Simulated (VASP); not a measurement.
# SrOs (Pm-3m) in VASP: further runs

The runs below take SrOs through single point, with r2SCAN.

All numbers are computed with VASP 6.6.1; they aren't measurements. Logs are shortened: lines on timing, memory, paths and dates and some standing lists are left out, and cuts for length are marked.

**1. The cell of the first run**

It takes space group Pm-3m (No. 221, cubic). The conventional cell has a = 3.609 Å, b = 3.609 Å, c = 3.609 Å, α = 90.00°, β = 90.00°, γ = 90.00°. Within 4.1 Å of Sr (site symmetry m-3m) lie 8 Os at 3.13 Å and 6 Sr at 3.61 Å. Within 4.1 Å of Os (site symmetry m-3m) lie 8 Sr at 3.13 Å and 6 Os at 3.61 Å.

**2. Single point, r2SCAN (volume scaled by 1.020)**

POSCAR

```
SrOs
1.0
    3.6085269510      0.0000000000      0.0000000000
    0.0000000000      3.6085269510      0.0000000000
    0.0000000000      0.0000000000      3.6085269510
Sr Os
1 1
Direct
    0.0000000000      0.0000000000      0.0000000000
    0.5000000000      0.5000000000      0.5000000000
```

INCAR.step1

```
SYSTEM = SrOs
  PREC = Accurate
  ENCUT = 520
  ISMEAR = 0
  SIGMA = 0.05
  LREAL = .False.
  LASPH = .True.
  NELM = 100
  NBANDS = 16
  GGA = PE
  ALGO = Normal
  EDIFF = 1E-4
  LWAVE = .True.
  LCHARG = .False.
```

INCAR.step2

```
SYSTEM = SrOs
  PREC = Accurate
  ENCUT = 520
  EDIFF = 1E-6
  ISMEAR = 0
  SIGMA = 0.05
  LREAL = .False.
  LASPH = .True.
  NELM = 100
  ALGO = Normal
  ISIF = 2
  LWAVE = .False.
  LCHARG = .True.
  METAGGA = R2SCAN
  LMIXTAU = .True.
  LELF = .True.
  LVHAR = .True.
  NBANDS = 16
  ISTART = 1
```

KPOINTS

```
Automatic mesh
0
Gamma
  10 10 10
  0 0 0
```

Potentials or basis: VASP PAW PBE potentials, release 64 (Sr_sv, Os).

On the command line:

```
$ cat potpaw_PBE.64/Sr_sv/POTCAR potpaw_PBE.64/Os/POTCAR > POTCAR
$ cp INCAR.step1 INCAR
$ mpirun -np 1 vasp_std > vasp.out
$ cp INCAR.step2 INCAR
$ mpirun -np 1 vasp_std > vasp.out
```

OUTCAR:

```text
SYSTEM = SrOs
   PREC = Accurate
   ENCUT = 520
   EDIFF = 1E-6
   ISMEAR = 0
   LREAL = .False.
   LASPH = .True.
   NELM = 100
   ISIF = 2
   METAGGA = R2SCAN
   ISTART = 1

 ion  position               nearest neighbor table
   1  0.000  0.000  0.000-   2 3.13   2 3.13   2 3.13   2 3.13   2 3.13   2 3.13   2 3.13   2 3.13

   2  0.500  0.500  0.500-   1 3.13   1 3.13   1 3.13   1 3.13   1 3.13   1 3.13   1 3.13   1 3.13

  LATTYP: Found a simple cubic cell.
 ALAT       =     3.6085269510

  Lattice vectors:

 A1 = (   3.6085269510,   0.0000000000,   0.0000000000)
 A2 = (   0.0000000000,   3.6085269510,   0.0000000000)
 A3 = (   0.0000000000,   0.0000000000,   3.6085269510)

Analysis of symmetry for initial positions (statically):
=====================================================================
 Subroutine PRICEL returns:
 Original cell was already a primitive cell.

 Routine SETGRP: Setting up the symmetry group for a
 simple cubic supercell.

 Subroutine GETGRP returns: Found 48 space group operations
 (whereof 48 operations were pure point group operations)
 out of a pool of 48 trial point group operations.

The static configuration has the point symmetry O_h .

Analysis of symmetry for dynamics (positions and initial velocities):
=====================================================================
 Subroutine PRICEL returns:
 Original cell was already a primitive cell.

 Routine SETGRP: Setting up the symmetry group for a
 simple cubic supercell.

 Subroutine GETGRP returns: Found 48 space group operations
 (whereof 48 operations were pure point group operations)
 out of a pool of 48 trial point group operations.

The dynamic configuration has the point symmetry O_h .

 Subroutine INISYM returns: Found 48 space group operations
 (whereof 48 operations are pure point group operations),
 and found     1 'primitive' translations

----------------------------------------------------------------------------------------

                                     Primitive cell

  volume of cell :      46.9883

  direct lattice vectors                    reciprocal lattice vectors
     3.608526951  0.000000000  0.000000000     0.277121389  0.000000000  0.000000000
     0.000000000  3.608526951  0.000000000     0.000000000  0.277121389  0.000000000
     0.000000000  0.000000000  3.608526951     0.000000000  0.000000000  0.277121389

  length of vectors
     3.608526951  3.608526951  3.608526951     0.277121389  0.277121389  0.277121389

  position of ions in fractional coordinates (direct lattice)
     0.000000000  0.000000000  0.000000000
     0.500000000  0.500000000  0.500000000

  ion indices of the primitive-cell ions
   primitive index   ion index
                 1           1
                 2           2

----------------------------------------------------------------------------------------

 KPOINTS: Automatic mesh

Automatic generation of k-mesh.
 Grid dimensions read from file:
 generate k-points for:   10   10   10

 Generating k-lattice:

  Cartesian coordinates                     Fractional coordinates (reciprocal lattice)
     0.027712139  0.000000000  0.000000000     0.100000000  0.000000000  0.000000000
     0.000000000  0.027712139  0.000000000     0.000000000  0.100000000  0.000000000
     0.000000000  0.000000000  0.027712139     0.000000000  0.000000000  0.100000000

  Length of vectors
     0.027712139  0.027712139  0.027712139

  Shift w.r.t. Gamma in fractional coordinates (k-lattice)
     0.000000000  0.000000000  0.000000000

 Subroutine IBZKPT returns following result:
 ===========================================

 Found     56 irreducible k-points:

 Following reciprocal coordinates:
            Coordinates               Weight
  0.000000  0.000000  0.000000      1.000000
  0.100000  0.000000  0.000000      6.000000
  0.200000  0.000000  0.000000      6.000000
  0.300000  0.000000  0.000000      6.000000
  0.400000  0.000000  0.000000      6.000000
  0.500000  0.000000  0.000000      3.000000
[... 16 lines left out ...]
  0.200000  0.100000  0.100000     24.000000
  0.300000  0.100000  0.100000     24.000000
 [... further k-points ...]
   k-points           NKPTS =     56   k-points in BZ     NKDIM =     56   number of bands    NBANDS=     16
   number of dos      NEDOS =    301   number of ions     NIONS =      2
   total plane-waves  NPLWV =  21952
   dimension x,y,z NGX =    28 NGY =   28 NGZ =   28
   dimension x,y,z NGXF=    56 NGYF=   56 NGZF=   56
   ions per type =               1   1
   NGX,Y,Z   is equivalent  to a cutoff of  12.90, 12.90, 12.90 a.u.
   NGXF,Y,Z  is equivalent  to a cutoff of  25.80, 25.80, 25.80 a.u.
 SYSTEM =  SrOs
   PREC   = accura    normal or accurate (medium, high low for compatibility)
   ISTART =      1    job   : 0-new  1-cont  2-samecut
   ICHARG =      0    charge: 1-file 2-atom 10-const
   ISPIN  =      1    spin polarized calculation?
   LNONCOLLINEAR =      F non collinear calculations
   LSORBIT =      F    spin-orbit coupling
   LASPH  =      T    aspherical Exc in radial PAW
   ENCUT  =  520.0 eV  38.22 Ry    6.18 a.u.   6.71  6.71  6.71*2*pi/ulx,y,z
   NELM   =    100;   NELMIN=  2; NELMDL=  0     # of ELM steps
   EDIFF  = 0.1E-05   stopping-criterion for ELM
   LREAL  =      F    real-space projection
   EDIFFG = 0.1E-04   stopping-criterion for IOM
   NSW    =      0    number of steps for IOM
   IBRION =     -1    ionic relax: 0-MD 1-quasi-New 2-CG
   NFREE  =      0    steps in history (QN), initial steepest desc. (CG)
   ISIF   =      2    stress and relaxation
   ISYM   =      2    0-nonsym 1-usesym 2-fastsym
   POTIM  = 0.5000    time-step for ionic-motion
   TEBEG  =    0.0;   TEEND  =   0.0 temperature during run
   PSTRESS=    0.0 pullay stress
   NELECT =      18.0000    total number of electrons
   NUPDOWN=      -1.0000    fix difference up-down
   EMIN   =  10.00;   EMAX   =-10.00  energy-range for DOS
   EFERMI =   0.00;   METHOD = LEGACY
   ISMEAR =     0;   SIGMA  =   0.05  broadening in eV -4-tet -1-fermi 0-gaus
   EFERMI_NEDOS =   21; number of points for ismear=-14 and -15
   IALGO  =     38    algorithm
   IMIX   =      4    mixing-type and parameters
     AMIX     =   0.40;   BMIX     =  1.00
     AMIX_MAG =   1.60;   BMIX_MAG =  1.00
  volume/ion in A,a.u.               =      23.49       158.55
  Fermi-wavevector in a.u.,A,eV,Ry     =   1.188965  2.246818 19.233707  1.413638
  Thomas-Fermi vector in A             =   2.325083
   LORBIT       =      0    0 simple, 1 ext, 2 COOP (PROOUT), +10 PAW based schemes
   METAGGA = R2SCAN    functional components
   LHFCALC =     F    Hartree Fock is set to
   AEXX    =    0.0000 exact exchange contribution
   IVDW    =     0    specifies the selected vdW correction
   LEPSILON=     F    determine dielectric tensor
   LRPA    =     F    only Hartree local field effects (RPA)
 non-spin polarized calculation
 Gauss-broadening in eV      SIGMA  =   0.05
  energy-cutoff  :      520.00
  volume of cell :       46.99
 maximum number of plane-waves:      1328
 NGX is ok and might be reduce to    28
   NGX = 13   NGY = 13   NGZ = 13

 number of electron      18.0000001 magnetization

 Free energy of the ion-electron system (eV)
  ---------------------------------------------------
  ext. energy  EPLUGINS =         0.00000000
  ---------------------------------------------------
  free energy    TOTEN  =       -65.35464878 eV

  energy without entropy =      -65.35165988  energy(sigma->0) =      -65.35315433

 E-fermi :   3.5057     XC(G=0): -11.4037

 val. band max:        3.5033388743   @ k =   0.3000   0.1000   0.1000
 cond. band min:       3.5180916706   @ k =   0.4000   0.1000   0.1000
 fundamental gap:      0.0147527963
 Fermi energy:         3.5056851328

 k-point     1 :       0.0000    0.0000    0.0000
  band No.  band energies     occupation
      1     -31.4689      2.00000
      2     -12.7519      2.00000
      3     -12.7519      2.00000
      4     -12.7519      2.00000
      5      -1.6787      2.00000
      6       1.2484      2.00000
[... 8 lines left out ...]
     15      12.2507      0.00000
     16      12.8298      0.00000

 k-point     2 :       0.1000    0.0000    0.0000
  band No.  band energies     occupation
      1     -31.4641      2.00000
      2     -12.8214      2.00000
      3     -12.7488      2.00000
      4     -12.7488      2.00000
      5      -1.4857      2.00000
      6       1.3088      2.00000
[... 8 lines left out ...]
     15      11.7801      0.00000
     16      12.7289      0.00000

 k-point     3 :       0.2000    0.0000    0.0000
  band No.  band energies     occupation
      1     -31.4513      2.00000
      2     -12.9977      2.00000
      3     -12.7407      2.00000
      4     -12.7407      2.00000
      5      -0.9409      2.00000
      6       1.4771      2.00000
[... 8 lines left out ...]
     15      11.3188      0.00000
     16      12.4699      0.00000

 k-point     4 :       0.3000    0.0000    0.0000
  band No.  band energies     occupation
      1     -31.4355      2.00000
      2     -13.2051      2.00000
      3     -12.7308      2.00000
      4     -12.7308      2.00000
      5      -0.1457      2.00000
      6       1.7110      2.00000
[... 8 lines left out ...]
     15      11.8205      0.00000
     16      12.1587      0.00000
[... 324 lines left out ...]
 k-point    22 :       0.1000    0.1000    0.1000
  band No.  band energies     occupation
      1     -31.4546      2.00000
      2     -12.8363      2.00000
      3     -12.7997      2.00000
      4     -12.7997      2.00000
      5      -1.1256      2.00000
      6       1.5215      2.00000
[... 8 lines left out ...]
     15      11.0411      0.00000
     16      14.0699      0.00000

 k-point    23 :       0.2000    0.1000    0.1000
  band No.  band energies     occupation
      1     -31.4423      2.00000
      2     -12.9852      2.00000
      3     -12.8030      2.00000
      4     -12.7911      2.00000
      5      -0.6311      2.00000
      6       1.6620      2.00000
[... 8 lines left out ...]
     15      11.2724      0.00000
     16      13.3463      0.00000

 k-point    24 :       0.3000    0.1000    0.1000
  band No.  band energies     occupation
      1     -31.4271      2.00000
      2     -13.1825      2.00000
      3     -12.7845      2.00000
      4     -12.7806      2.00000
      5       0.0752      2.00000
      6       1.8531      2.00000
[... 8 lines left out ...]
     15      11.6159      0.00000
     16      12.8716      0.00000

 [... further k-points ...]

------------------------ aborting loop because EDIFF is reached ----------------------------------------

  FORCE on cell =-STRESS in cart. coord.  units (eV):
  Direction    XX          YY          ZZ          XY          YZ          ZX
  --------------------------------------------------------------------------------------
  -------------------------------------------------------------------------------------
  Total       -0.2680257     -0.2680257     -0.2680257     -0.0000000      0.0000000     -0.0000000
  in kB       -9.1389693     -9.1389693     -9.1389693     -0.0000000      0.0000000     -0.0000000
  external PRESSURE =      -9.1389693 kB  Pullay stress =       0.0000000 kB

 VOLUME and BASIS-vectors are now :
 -----------------------------------------------------------------------------
  energy-cutoff  :      520.00
  volume of cell :       46.99
      direct lattice vectors                 reciprocal lattice vectors
     3.608526951  0.000000000  0.000000000     0.277121389  0.000000000  0.000000000
     0.000000000  3.608526951  0.000000000     0.000000000  0.277121389  0.000000000
     0.000000000  0.000000000  3.608526951     0.000000000  0.000000000  0.277121389

 POSITION                                       TOTAL-FORCE (eV/Angst)
 -----------------------------------------------------------------------------------
      0.00000      0.00000      0.00000         0.000000      0.000000      0.000000
      1.80426      1.80426      1.80426         0.000000      0.000000      0.000000
 -----------------------------------------------------------------------------------
    total drift:                                0.000000      0.000000      0.000000

  FREE ENERGIE OF THE ION-ELECTRON SYSTEM (eV)
  ---------------------------------------------------
  free  energy   TOTEN  =       -65.3546487788 eV

  energy  without entropy=      -65.3516598776  energy(sigma->0) =      -65.35315433
```

Run time: 2.9 min. Hardware: 1 thread of AMD EPYC 7R43 (Zen 3), shared host; peak memory 0.16 GiB.

Results:

```
Free energy            : -65.3546 eV
Pressure               : -0.9 GPa
Band gap on the k mesh : zero (band 9 reaches 4.81 eV, above the bottom of band 10 at 2.97 eV)
```

Caveat: the PAW data sets were made with another functional, which shifts forces and pressure a little; spin-orbit coupling is left out, which moves the levels of the heavy elements.

**3. Single point, r2SCAN (volume scaled by 1.040)**

POSCAR

```
SrOs
1.0
    3.6319596008      0.0000000000      0.0000000000
    0.0000000000      3.6319596008      0.0000000000
    0.0000000000      0.0000000000      3.6319596008
Sr Os
1 1
Direct
    0.0000000000      0.0000000000      0.0000000000
    0.5000000000      0.5000000000      0.5000000000
```

INCAR.step1

```
SYSTEM = SrOs
PREC     = Accurate       ! precision mode
ENCUT    = 520            ! plane-wave cutoff, eV
ISMEAR   = 0              ! smearing method
SIGMA    = 0.05           ! smearing width, eV
LREAL    = .False.        ! projectors in reciprocal space
LASPH    = .True.         ! aspherical terms in the spheres
NELM     = 80             ! most SCF steps
NBANDS   = 16             ! bands
GGA      = PE             ! functional
ALGO     = Normal         ! electronic algorithm
EDIFF    = 1E-4           ! SCF threshold, eV
LWAVE    = .True.         ! write WAVECAR
LCHARG   = .False.        ! write CHGCAR
```

INCAR.step2

```
SYSTEM = SrOs
PREC     = Accurate       ! precision mode
ENCUT    = 520            ! plane-wave cutoff, eV
EDIFF    = 1E-7           ! SCF threshold, eV
ISMEAR   = 0              ! smearing method
SIGMA    = 0.05           ! smearing width, eV
LREAL    = .False.        ! projectors in reciprocal space
LASPH    = .True.         ! aspherical terms in the spheres
NELM     = 80             ! most SCF steps
ALGO     = Normal         ! electronic algorithm
ISIF     = 2              ! what is computed and relaxed
LWAVE    = .False.        ! write WAVECAR
LCHARG   = .False.        ! write CHGCAR
METAGGA  = R2SCAN         ! meta-GGA
LMIXTAU  = .True.       
NBANDS   = 16             ! bands
ISTART   = 1
```

KPOINTS

```
regular mesh
0
Gamma
  10 10 10
  0 0 0
```

Potentials or basis: VASP PAW PBE potentials, release 64 (Sr_sv, Os).

On the command line:

```
$ cat potpaw_PBE.64/Sr_sv/POTCAR potpaw_PBE.64/Os/POTCAR > POTCAR
$ cp INCAR.step1 INCAR
$ mpirun -np 1 vasp_std > vasp.out
$ cp INCAR.step2 INCAR
$ mpirun -np 1 vasp_std > vasp.out
```

It took 3.1 min on 1 thread of AMD EPYC 7R43 (Zen 3), shared host; peak memory 0.16 GiB.

Results (log left out):

| Item | Value |
| --- | --- |
| Free energy | -65.3460 eV |
| Pressure | -2.2 GPa |
| Band gap on the k mesh | zero (band 9 reaches 4.65 eV, above the bottom of band 10 at 2.86 eV) |

Levels at points of the mesh, in eV from the Fermi level:
| k point | band 7 | band 8 | band 9 | band 10 | band 11 | band 12 |
| --- | --- | --- | --- | --- | --- | --- |
| (0.00, 0.00, 0.00) | -2.18 | -0.04 | -0.04 | -0.04 | 5.30 | 5.30 |
| (0.50, 0.00, 0.00) | -0.58 | -0.28 | -0.28 | 0.23 | 1.49 | 3.42 |
| (0.50, 0.50, 0.00) | -0.98 | -0.98 | 1.24 | 1.48 | 2.86 | 2.86 |
| (0.50, 0.50, 0.50) | -0.86 | 0.81 | 0.81 | 0.81 | 1.29 | 1.29 |

Caveat: the PAW data sets were made with another functional, which shifts forces and pressure a little; spin-orbit coupling is left out, which moves the levels of the heavy elements.

[end of part 1 of 2]
